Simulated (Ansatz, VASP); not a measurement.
C in VASP and in Ansatz

Contents of INCAR:

```
SYSTEM = C
  PREC = Accurate
  ENCUT = 520
  EDIFF = 1E-6
  ISMEAR = 0
  SIGMA = 0.05
  LREAL = Auto
  LASPH = .True.
  NELM = 60
  ALGO = Normal
  ISIF = 2
  LWAVE = .False.
  LCHARG = .False.
  GGA = PE
  NBANDS = 43
```

Contents of KPOINTS:

```
Automatic mesh
0
Gamma
  6 6 6
  0 0 0
```

POSCAR

```
C
1.0
    3.5715485858      0.0000000000     -3.5715485858
    0.0000000000      3.5715485858     -3.5715485858
    3.5715485858      3.5715485858      0.0000000000
C
15
Direct
    0.2500000000      0.2500000000      0.2500000000
    0.2500000000      0.7500000000      0.7500000000
    0.2500000000      0.7500000000      0.2500000000
    0.7500000000      0.2500000000      0.7500000000
    0.7500000000      0.2500000000      0.2500000000
    0.7500000000      0.7500000000      0.7500000000
    0.7500000000      0.7500000000      0.2500000000
    0.1250000000      0.1250000000      0.1250000000
    0.1250000000      0.1250000000      0.6250000000
    0.1250000000      0.6250000000      0.1250000000
    0.0362290358      0.5312500000      0.7162604821
    0.6250000000      0.1250000000      0.1250000000
    0.6250000000      0.1250000000      0.6250000000
    0.6250000000      0.6250000000      0.1250000000
    0.6250000000      0.6250000000      0.6250000000
```

Input for Ansatz:

```yaml
crystal:
  lattice:
    - [3.5715485858, 0.0, -3.5715485858]
    - [0.0, 3.5715485858, -3.5715485858]
    - [3.5715485858, 3.5715485858, 0.0]
  atoms:
    - { symbol: C, position: [0.25, 0.25, 0.25] }
    - { symbol: C, position: [0.25, 0.75, 0.75] }
    - { symbol: C, position: [0.25, 0.75, 0.25] }
    - { symbol: C, position: [0.75, 0.25, 0.75] }
    - { symbol: C, position: [0.75, 0.25, 0.25] }
    - { symbol: C, position: [0.75, 0.75, 0.75] }
    - { symbol: C, position: [0.75, 0.75, 0.25] }
    - { symbol: C, position: [0.125, 0.125, 0.125] }
    - { symbol: C, position: [0.125, 0.125, 0.625] }
    - { symbol: C, position: [0.125, 0.625, 0.125] }
    - { symbol: C, position: [0.0362290358, 0.53125, 0.7162604821] }
    - { symbol: C, position: [0.625, 0.125, 0.125] }
    - { symbol: C, position: [0.625, 0.125, 0.625] }
    - { symbol: C, position: [0.625, 0.625, 0.125] }
    - { symbol: C, position: [0.625, 0.625, 0.625] }
basis:
  ecutwfc: 420
kpoints:
  mp_grid: { grid: [6, 6, 6] }
hamiltonian:
  xc: pbe
  pseudopotentials: { kind: paw, azcp: { folder: soft_1 } }
scf:
  occupations: { method: gaussian, width: 0.05 }
output:
  forces: true
  stress: true
  eigenvalues: true
  write_density: true
  write_potential: true
  elf: true
  volumetric_format: npy
```

Change from the starting cell: C vacancy; atom 11 moved 0.250 of the way to it and +0.525 Å across, host rigid.

Alike in both runs: task single point; functional PBE; k mesh 6 × 6 × 6; occupations gaussian, width 0.05 eV; no spin polarisation.

|  | VASP | Ansatz |
| --- | --- | --- |
| version | VASP 6.6.1 | Ansatz 0.2.0 |
| potentials or method | VASP PAW PBE potentials, release 64 (C), cutoff 520 eV | scalar-relativistic, plane waves, PAW |
| valence electrons in the cell | 60 | 60 |

Ansatz gave:

```
gap on the k mesh at the Fermi level (eV)                     : none
pressure (GPa)                                                : 0.2
traceless stress, the component that is largest in VASP (GPa) : 14.27
rms of the force components (eV/Å)                            : 2.655
```

Q: Estimate VASP's values.

A: gap on the k mesh at the Fermi level (eV): none; pressure (GPa): 1.2; traceless stress, the component that is largest in VASP (GPa): 14.29; rms of the force components (eV/Å): 2.665.

Atom by atom the forces differ by 0.020 eV/Å (rms over components). A gap of «none» marks a metal or a gap that the smearing closes.
